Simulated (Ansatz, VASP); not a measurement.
**WSe2: VASP beside Ansatz**

```
Se W
1.0
     3.31487    0.00000    0.00000
    -1.65744    2.87076    0.00000
     0.00000    0.00000   58.31459
Se W
6 3
Direct
  0.33333 0.66667 0.35394
  0.33333 0.66667 0.41092
  0.66667 0.33333 0.47150
  0.66667 0.33333 0.52850
  0.33333 0.66667 0.58908
  0.33333 0.66667 0.64606
  0.66667 0.33333 0.38242
  0.33333 0.66667 0.50000
  0.66667 0.33333 0.61758
```

Alike in both runs: functional r2SCAN; k mesh 9 × 9 × 1; occupations gaussian, width 0.02 eV; no spin polarisation.

Ansatz relaxed the structure, and its values are those at the end. VASP's run is a single point on that final structure, the one shown.

|  | VASP | Ansatz |
| --- | --- | --- |
| version | VASP 6.6.1 | Ansatz 0.2.0 |
| potentials or method | VASP PAW PBE potentials, release 64 (Se, W_sv), cutoff 520 eV | scalar-relativistic, plane waves, PAW |
| valence electrons in the cell | 78 | 138 |

```csv
,VASP,Ansatz,Ansatz less VASP
gap on the k mesh at the Fermi level (eV),1.50,1.51,+0.006
least direct gap on the mesh (eV),1.60,1.60,+0.002
rms of the force components (eV/Å),0.021,0.000,-0.0206
```

VASP's potentials were made for PBE, not for r2SCAN. VASP's potentials hold 78 valence electrons a cell and Ansatz's 138, so a difference there can come from the potentials and not from the codes. Ansatz's warnings: xc potential rough in thin density.

Neither program's run includes spin-orbit coupling.
